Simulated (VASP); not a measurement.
# Pd (Im-3m) in VASP: further runs

The runs below take Pd through single point, with PBE.

Program: VASP 6.6.1. These are calculated values, not measurements. Logs are shortened: lines on timing, memory, paths and dates and some standing lists are left out, and cuts for length are marked.

## 1. The cell of the first run

It takes space group Im-3m (No. 229, cubic). Conventional cell: a = 3.087 Å, b = 3.087 Å, c = 3.087 Å, α = 90.00°, β = 90.00°, γ = 90.00°. Pd (site symmetry m-3m) has 14 Pd at 2.67 to 3.09 Å within 3.5 Å.

## 2. Single point, PBE

The input, INCAR:

```
SYSTEM = Pd
ALGO = Normal
EDIFF = 1E-6
ENCUT = 520
GGA = PE
ISIF = 2
ISMEAR = 0
LASPH = .TRUE.
LCHARG = .TRUE.
LELF = .TRUE.
LREAL = .FALSE.
LVHAR = .TRUE.
LWAVE = .FALSE.
NBANDS = 11
NELM = 100
PREC = Accurate
SIGMA = 0.05
```

The input, KPOINTS:

```
k-points
0
G
  8 8 8
  0 0 0
```

The input, POSCAR:

```
Pd
1.0
   -1.5437486682      1.5437486682      1.5437486682
    1.5437486682     -1.5437486682      1.5437486682
    1.5437486682      1.5437486682     -1.5437486682
Pd
1
Direct
    0.0000000000      0.0000000000      0.0000000000
```

Potentials or basis: VASP PAW PBE potentials, release 64 (Pd).

Started as:

```
$ cat potpaw_PBE.64/Pd/POTCAR > POTCAR
$ mpirun -np 1 vasp_std > vasp.out
```

OUTCAR:

```text
SYSTEM = Pd
   EDIFF = 1E-6
   ENCUT = 520
   GGA = PE
   ISIF = 2
   ISMEAR = 0
   LASPH = .TRUE.
   LREAL = .FALSE.
   NELM = 100
   PREC = Accurate

 ion  position               nearest neighbor table
   1  0.000  0.000  0.000-

  LATTYP: Found a body centered cubic cell.
 ALAT       =     3.0874973364

  Lattice vectors:

 A1 = (  -1.5437486682,   1.5437486682,   1.5437486682)
 A2 = (   1.5437486682,  -1.5437486682,   1.5437486682)
 A3 = (   1.5437486682,   1.5437486682,  -1.5437486682)

Analysis of symmetry for initial positions (statically):
=====================================================================
 Subroutine PRICEL returns:
 Original cell was already a primitive cell.

 Routine SETGRP: Setting up the symmetry group for a
 body centered cubic supercell.

 Subroutine GETGRP returns: Found 48 space group operations
 (whereof 48 operations were pure point group operations)
 out of a pool of 48 trial point group operations.

The static configuration has the point symmetry O_h .

Analysis of symmetry for dynamics (positions and initial velocities):
=====================================================================
 Subroutine PRICEL returns:
 Original cell was already a primitive cell.

 Routine SETGRP: Setting up the symmetry group for a
 body centered cubic supercell.

 Subroutine GETGRP returns: Found 48 space group operations
 (whereof 48 operations were pure point group operations)
 out of a pool of 48 trial point group operations.

The dynamic configuration has the point symmetry O_h .

 Subroutine INISYM returns: Found 48 space group operations
 (whereof 48 operations are pure point group operations),
 and found     1 'primitive' translations

----------------------------------------------------------------------------------------

                                     Primitive cell

  volume of cell :      14.7160

  direct lattice vectors                    reciprocal lattice vectors
    -1.543748668  1.543748668  1.543748668     0.000000000  0.323886919  0.323886919
     1.543748668 -1.543748668  1.543748668     0.323886919  0.000000000  0.323886919
     1.543748668  1.543748668 -1.543748668     0.323886919  0.323886919  0.000000000

  length of vectors
     2.673851127  2.673851127  2.673851127     0.458045274  0.458045274  0.458045274

  position of ions in fractional coordinates (direct lattice)
     0.000000000  0.000000000  0.000000000

  ion indices of the primitive-cell ions
   primitive index   ion index
                 1           1

----------------------------------------------------------------------------------------

 KPOINTS: k-points

Automatic generation of k-mesh.
 Grid dimensions read from file:
 generate k-points for:    8    8    8

 Generating k-lattice:

  Cartesian coordinates                     Fractional coordinates (reciprocal lattice)
     0.000000000  0.040485865  0.040485865     0.125000000  0.000000000  0.000000000
     0.040485865  0.000000000  0.040485865     0.000000000  0.125000000  0.000000000
     0.040485865  0.040485865  0.000000000     0.000000000  0.000000000  0.125000000

  Length of vectors
     0.057255659  0.057255659  0.057255659

  Shift w.r.t. Gamma in fractional coordinates (k-lattice)
     0.000000000  0.000000000  0.000000000

 Subroutine IBZKPT returns following result:
 ===========================================

 Found     29 irreducible k-points:

 Following reciprocal coordinates:
            Coordinates               Weight
  0.000000  0.000000  0.000000      1.000000
  0.125000  0.000000  0.000000     12.000000
  0.250000  0.000000  0.000000     12.000000
  0.375000  0.000000  0.000000     12.000000
  0.500000  0.000000  0.000000      6.000000
  0.125000  0.125000  0.000000     24.000000
[... 16 lines left out ...]
 -0.250000  0.250000  0.250000      6.000000
 -0.375000  0.375000  0.250000     24.000000
 [... further k-points ...]
   k-points           NKPTS =     29   k-points in BZ     NKDIM =     29   number of bands    NBANDS=     11
   number of dos      NEDOS =    301   number of ions     NIONS =      1
   total plane-waves  NPLWV =   8000
   dimension x,y,z NGX =    20 NGY =   20 NGZ =   20
   dimension x,y,z NGXF=    40 NGYF=   40 NGZF=   40
   ions per type =               1
   NGX,Y,Z   is equivalent  to a cutoff of  12.43, 12.43, 12.43 a.u.
   NGXF,Y,Z  is equivalent  to a cutoff of  24.87, 24.87, 24.87 a.u.
 SYSTEM =  Pd
   PREC   = accura    normal or accurate (medium, high low for compatibility)
   ISTART =      0    job   : 0-new  1-cont  2-samecut
   ICHARG =      2    charge: 1-file 2-atom 10-const
   ISPIN  =      1    spin polarized calculation?
   LNONCOLLINEAR =      F non collinear calculations
   LSORBIT =      F    spin-orbit coupling
   LASPH  =      T    aspherical Exc in radial PAW
   ENCUT  =  520.0 eV  38.22 Ry    6.18 a.u.   4.97  4.97  4.97*2*pi/ulx,y,z
   NELM   =    100;   NELMIN=  2; NELMDL= -5     # of ELM steps
   EDIFF  = 0.1E-05   stopping-criterion for ELM
   LREAL  =      F    real-space projection
   EDIFFG = 0.1E-04   stopping-criterion for IOM
   NSW    =      0    number of steps for IOM
   IBRION =     -1    ionic relax: 0-MD 1-quasi-New 2-CG
   NFREE  =      0    steps in history (QN), initial steepest desc. (CG)
   ISIF   =      2    stress and relaxation
   ISYM   =      2    0-nonsym 1-usesym 2-fastsym
   POTIM  = 0.5000    time-step for ionic-motion
   TEBEG  =    0.0;   TEEND  =   0.0 temperature during run
   PSTRESS=    0.0 pullay stress
   NELECT =      10.0000    total number of electrons
   NUPDOWN=      -1.0000    fix difference up-down
   EMIN   =  10.00;   EMAX   =-10.00  energy-range for DOS
   EFERMI =   0.00;   METHOD = LEGACY
   ISMEAR =     0;   SIGMA  =   0.05  broadening in eV -4-tet -1-fermi 0-gaus
   EFERMI_NEDOS =   21; number of points for ismear=-14 and -15
   IALGO  =     38    algorithm
   IMIX   =      4    mixing-type and parameters
     AMIX     =   0.40;   BMIX     =  1.00
     AMIX_MAG =   1.60;   BMIX_MAG =  1.00
  volume/ion in A,a.u.               =      14.72        99.31
  Fermi-wavevector in a.u.,A,eV,Ry     =   1.439279  2.719842 28.184785  2.071523
  Thomas-Fermi vector in A             =   2.558152
   LORBIT       =      0    0 simple, 1 ext, 2 COOP (PROOUT), +10 PAW based schemes
   GGA     = PE    functional components
   LHFCALC =     F    Hartree Fock is set to
   AEXX    =    0.0000 exact exchange contribution
   IVDW    =     0    specifies the selected vdW correction
   LEPSILON=     F    determine dielectric tensor
   LRPA    =     F    only Hartree local field effects (RPA)
 non-spin polarized calculation
 Gauss-broadening in eV      SIGMA  =   0.05
  energy-cutoff  :      520.00
  volume of cell :       14.72
 maximum number of plane-waves:       420
   NGX =  9   NGY =  9   NGZ =  9

 number of electron      10.0000000 magnetization

 Free energy of the ion-electron system (eV)
  ---------------------------------------------------
  ext. energy  EPLUGINS =         0.00000000
  ---------------------------------------------------
  free energy    TOTEN  =        -5.13073081 eV

  energy without entropy =       -5.12668258  energy(sigma->0) =       -5.12870670

 E-fermi :   9.7896     XC(G=0): -13.1934

 val. band max:        9.7862247513   @ k =  -0.3750   0.5000   0.1250
 cond. band min:       9.8245978494   @ k =  -0.3750   0.5000   0.2500
 fundamental gap:      0.0383730981
 Fermi energy:         9.7895931093

 k-point     1 :       0.0000    0.0000    0.0000
  band No.  band energies     occupation
      1       2.6731      2.00000
      2       6.8517      2.00000
      3       6.8517      2.00000
      4       6.8517      2.00000
      5       8.8556      2.00000
      6       8.8556      2.00000
      7      29.2182      0.00000
      8      29.2182      0.00000
      9      29.2182      0.00000
     10      36.2310      0.00000
     11      37.8359      0.00000

 k-point     2 :       0.1250    0.0000    0.0000
  band No.  band energies     occupation
      1       3.2540      2.00000
      2       6.6558      2.00000
      3       6.8560      2.00000
      4       7.2747      2.00000
      5       8.6554      2.00000
      6       8.8724      2.00000
      7      28.7002      0.00000
      8      29.1717      0.00000
      9      29.9327      0.00000
     10      35.0529      0.00000
     11      35.6022      0.00000

 k-point     3 :       0.2500    0.0000    0.0000
  band No.  band energies     occupation
      1       4.4593      2.00000
      2       6.2114      2.00000
      3       7.1443      2.00000
      4       8.4086      2.00000
      5       8.5276      2.00000
      6       8.9383      2.00000
      7      25.3799      0.00000
      8      27.6696      0.00000
      9      31.7059      0.00000
     10      32.7183      0.00000
     11      34.5653      0.00000

 k-point     4 :       0.3750    0.0000    0.0000
  band No.  band energies     occupation
      1       4.6439      2.00000
      2       5.8013      2.00000
      3       8.6371      2.00000
      4       9.0426      2.00000
      5       9.2835      2.00000
      6       9.7712      1.39636
      7      20.6222      0.00000
      8      25.7426      0.00000
      9      29.1796      0.00000
     10      33.5351      0.00000
     11      35.0866      0.00000
[... 239 lines left out ...]
 k-point    22 :       0.2500    0.2500    0.2500
  band No.  band energies     occupation
      1       6.2234      2.00000
      2       6.2234      2.00000
      3       6.2234      2.00000
      4       9.1482      2.00000
      5       9.1482      2.00000
      6      18.7436      0.00000
      7      19.3829      0.00000
      8      19.3829      0.00000
      9      19.3829      0.00000
     10      36.2796      0.00000
     11      40.6983      0.00000

 k-point    23 :      -0.2500    0.2500    0.2500
  band No.  band energies     occupation
      1       5.7205      2.00000
      2       6.5077      2.00000
      3       7.4948      2.00000
      4       7.4948      2.00000
      5       8.3275      2.00000
      6      10.5414      0.00000
      7      26.8733      0.00000
      8      26.8733      0.00000
      9      26.8745      0.00000
     10      27.4657      0.00000
     11      36.2200      0.00000

 k-point    24 :      -0.3750    0.3750    0.2500
  band No.  band energies     occupation
      1       5.5778      2.00000
      2       5.9782      2.00000
      3       7.5004      2.00000
      4       8.0952      2.00000
      5       9.5125      2.00000
      6      12.7942      0.00000
      7      21.8458      0.00000
      8      24.3322      0.00000
      9      26.7369      0.00000
     10      29.1777      0.00000
     11      36.1097      0.00000

 [... further k-points ...]
[... 5 lines left out ...]
  --------------------------------------------------------------------------------------
  -------------------------------------------------------------------------------------
  Total        0.8357931      0.8357931      0.8357931     -0.0000000     -0.0000000     -0.0000000
  in kB       90.9954312     90.9954312     90.9954312     -0.0000000     -0.0000000     -0.0000000
  external PRESSURE =      90.9954312 kB  Pullay stress =       0.0000000 kB

 VOLUME and BASIS-vectors are now :
 -----------------------------------------------------------------------------
  energy-cutoff  :      520.00
  volume of cell :       14.72
      direct lattice vectors                 reciprocal lattice vectors
    -1.543748668  1.543748668  1.543748668     0.000000000  0.323886919  0.323886919
     1.543748668 -1.543748668  1.543748668     0.323886919  0.000000000  0.323886919
     1.543748668  1.543748668 -1.543748668     0.323886919  0.323886919  0.000000000

 POSITION                                       TOTAL-FORCE (eV/Angst)
 -----------------------------------------------------------------------------------
      0.00000      0.00000      0.00000        -0.000000     -0.000000      0.000000
 -----------------------------------------------------------------------------------
    total drift:                                0.000000     -0.000000      0.000000

  FREE ENERGIE OF THE ION-ELECTRON SYSTEM (eV)
  ---------------------------------------------------
  free  energy   TOTEN  =        -5.1307308150 eV

  energy  without entropy=       -5.1266825756  energy(sigma->0) =       -5.12870670
```

Run time: 3.1 s. Hardware: 1 thread of Intel Xeon 6975P-C (Granite Rapids), shared host; peak memory 0.12 GiB.

What came out:

```yaml
Free_energy: -5.1307 eV
Pressure: 9.1 GPa
Band_gap_on_the_k_mesh: zero (band 5 reaches 10.44 eV, above the bottom of band 6 at 8.86 eV)
```

Levels at points of the mesh, in eV from the Fermi level:
```csv
k point,band 2,band 3,band 4,band 5,band 6,band 7,band 8,band 9
"(0.00, 0.00, 0.00)",-2.94,-2.94,-2.94,-0.93,-0.93,19.43,19.43,19.43
"(0.50, 0.00, 0.00)",-4.15,-1.00,-0.69,0.65,1.43,8.02,15.20,17.96
"(0.50, 0.50, 0.50)",-5.24,0.26,0.26,0.26,9.30,9.30,9.30,17.78
```

## 3. Single point, PBE

This run uses another cell than the first one, of 15.64 Å³/atom, 1.063 times its volume.

Edit INCAR of step 2 so:

```diff
@@ -3,4 +3,5 @@
 EDIFF = 1E-6
-ENCUT = 520
+ENCUT = 500
 GGA = PE
+GGA_COMPAT = .FALSE.
 ISIF = 2
@@ -14,3 +15,3 @@
 NBANDS = 11
-NELM = 100
+NELM = 120
 PREC = Accurate
```

KPOINTS is that of step 2.

The input, POSCAR:

```
Pd
1.0
   -1.5755058199      1.5755058199      1.5755058199
    1.5755058199     -1.5755058199      1.5755058199
    1.5755058199      1.5755058199     -1.5755058199
Pd
1
Direct
    0.0000000000      0.0000000000      0.0000000000
```

Potentials or basis: VASP PAW PBE potentials, release 64 (Pd).

Started as:

```
$ cat potpaw_PBE.64/Pd/POTCAR > POTCAR
$ mpirun -np 1 vasp_std > vasp.out
```

Wall time 2.8 s (1 thread of Intel Xeon 6975P-C (Granite Rapids), shared host); peak memory 0.12 GiB.

Results (log left out):

- Free energy: -5.1496 eV
- Pressure: -2.0 GPa
- Band gap on the k mesh: zero (band 5 reaches 9.37 eV, above the bottom of band 6 at 7.95 eV)

Levels at points of the mesh, in eV from the Fermi level:
| k point | band 1 | band 2 | band 3 | band 4 | band 5 | band 6 | band 7 | band 8 | band 9 | band 10 |
| --- | --- | --- | --- | --- | --- | --- | --- | --- | --- | --- |
| (0.00, 0.00, 0.00) | -6.65 | -2.67 | -2.67 | -2.67 | -0.84 | -0.84 | 19.29 | 19.29 | 19.29 | 27.17 |
| (0.50, 0.00, 0.00) | -4.82 | -3.76 | -0.91 | -0.63 | 0.58 | 1.55 | 7.52 | 15.04 | 17.34 | 23.59 |
| (0.50, 0.50, 0.50) | -4.74 | -4.74 | 0.23 | 0.23 | 0.23 | 9.07 | 9.07 | 9.07 | 16.85 | 17.06 |

## 4. Single point, PBE

This run uses another cell than the first one, of 15.48 Å³/atom, 1.052 times its volume.

The input, INCAR:

```
ALGO = Normal
EDIFF = 1E-6
ENCUT = 500
GGA = PE
GGA_COMPAT = False
ISIF = 2
ISMEAR = 0
LASPH = True
LCHARG = True
LELF = True
LREAL = False
LVHAR = True
LWAVE = False
NBANDS = 11
NELM = 120
PREC = Accurate
SIGMA = 0.05
```

The input, KPOINTS:

```
k-points
0
Gamma
  8 8 8
```

The input, POSCAR:

```
Pd
1.0
   -1.5698711734      1.5698711734      1.5698711734
    1.5698711734     -1.5698711734      1.5698711734
    1.5698711734      1.5698711734     -1.5698711734
Pd
1
Direct
    0.0000000000      0.0000000000      0.0000000000
```

Potentials or basis: VASP PAW PBE potentials, release 64 (Pd).

Started as:

```
$ cat potpaw_PBE.64/Pd/POTCAR > POTCAR
$ mpirun -np 1 vasp_std > vasp.out
```

OUTCAR:

```text
EDIFF = 1E-6
   ENCUT = 500
   GGA = PE
   ISIF = 2
   ISMEAR = 0
   LASPH = True
   LREAL = False
   NELM = 120
   PREC = Accurate

 ion  position               nearest neighbor table
   1  0.000  0.000  0.000-

  LATTYP: Found a body centered cubic cell.
 ALAT       =     3.1397423468

  Lattice vectors:

 A1 = (  -1.5698711734,   1.5698711734,   1.5698711734)
 A2 = (   1.5698711734,  -1.5698711734,   1.5698711734)
 A3 = (   1.5698711734,   1.5698711734,  -1.5698711734)

Analysis of symmetry for initial positions (statically):
=====================================================================
 Subroutine PRICEL returns:
 Original cell was already a primitive cell.

 Routine SETGRP: Setting up the symmetry group for a
 body centered cubic supercell.

 Subroutine GETGRP returns: Found 48 space group operations
 (whereof 48 operations were pure point group operations)
 out of a pool of 48 trial point group operations.

The static configuration has the point symmetry O_h .

[... 155 lines left out ...]

  energy without entropy =       -5.14662641  energy(sigma->0) =       -5.14869062

 E-fermi :   8.9589     XC(G=0): -12.8819

 val. band max:        8.9562351713   @ k =  -0.3750   0.5000   0.1250
 cond. band min:       8.9914940294   @ k =  -0.3750   0.5000   0.2500
 fundamental gap:      0.0352588581
 Fermi energy:         8.9589332902

 k-point     1 :       0.0000    0.0000    0.0000
  band No.  band energies     occupation
      1       2.2281      2.00000
      2       6.2473      2.00000
      3       6.2473      2.00000
      4       6.2473      2.00000
      5       8.1048      2.00000
      6       8.1048      2.00000
      7      28.2762      0.00000
      8      28.2762      0.00000
      9      28.2762      0.00000
     10      35.8904      0.00000
     11      36.3443      0.00000
[... 309 lines left out ...]
 k-point    24 :      -0.3750    0.3750    0.2500
  band No.  band energies     occupation
      1       5.0831      2.00000
      2       5.4571      2.00000
      3       6.8554      2.00000
      4       7.4059      2.00000
      5       8.7050      2.00000
      6      11.8654      0.00000
      7      20.5893      0.00000
      8      23.0327      0.00000
      9      25.4674      0.00000
     10      27.8672      0.00000
     11      35.3323      0.00000

 [... further k-points ...]
[... 5 lines left out ...]
  --------------------------------------------------------------------------------------
  -------------------------------------------------------------------------------------
  Total       -0.0259310     -0.0259310     -0.0259310      0.0000000      0.0000000     -0.0000000
  in kB       -2.6845851     -2.6845851     -2.6845851      0.0000000      0.0000000     -0.0000000
  external PRESSURE =      -2.6845851 kB  Pullay stress =       0.0000000 kB

 VOLUME and BASIS-vectors are now :
 -----------------------------------------------------------------------------
  energy-cutoff  :      500.00
  volume of cell :       15.48
      direct lattice vectors                 reciprocal lattice vectors
    -1.569871173  1.569871173  1.569871173     0.000000000  0.318497472  0.318497472
     1.569871173 -1.569871173  1.569871173     0.318497472  0.000000000  0.318497472
     1.569871173  1.569871173 -1.569871173     0.318497472  0.318497472  0.000000000

 POSITION                                       TOTAL-FORCE (eV/Angst)
 -----------------------------------------------------------------------------------
      0.00000      0.00000      0.00000         0.000000      0.000000     -0.000000
 -----------------------------------------------------------------------------------
    total drift:                                0.000000      0.000000      0.000000

  FREE ENERGIE OF THE ION-ELECTRON SYSTEM (eV)
  ---------------------------------------------------
  free  energy   TOTEN  =        -5.1507548295 eV

  energy  without entropy=       -5.1466264094  energy(sigma->0) =       -5.14869062
```

Run time: 3.5 s. Hardware: 1 thread of Intel Xeon 6975P-C (Granite Rapids), shared host; peak memory 0.12 GiB.

What came out:

- Free energy: -5.1508 eV
- Pressure: -0.3 GPa
- Band gap on the k mesh: zero (band 5 reaches 9.55 eV, above the bottom of band 6 at 8.10 eV)

Levels at points of the mesh, in eV from the Fermi level:
| k point | band 3 | band 4 | band 5 | band 6 | band 7 | band 8 |
| --- | --- | --- | --- | --- | --- | --- |
| (0.00, 0.00, 0.00) | -2.71 | -2.71 | -0.85 | -0.85 | 19.32 | 19.32 |
| (0.50, 0.00, 0.00) | -0.93 | -0.64 | 0.59 | 1.53 | 7.60 | 15.07 |
| (0.50, 0.50, 0.50) | 0.23 | 0.23 | 0.23 | 9.11 | 9.11 | 9.11 |

## 5. The runs side by side

```tsv
cell	cutoff (eV)	gap on the mesh (eV)	pressure (GPa)
a = 2.674 Å, angles 109.5°, 1 atom	520	none	9.1
a = 2.729 Å, angles 109.5°, 1 atom	500	none	-2.0
a = 2.719 Å, angles 109.5°, 1 atom	500	none	-0.3
```

Alike in all rows: task single point; level PBE; potentials or basis VASP PAW PBE potentials, release 64 (Pd); no spin polarisation; k mesh 8 × 8 × 8; smearing gaussian 0.05 eV.

Absolute energies hang on the potentials; compare differences alone.
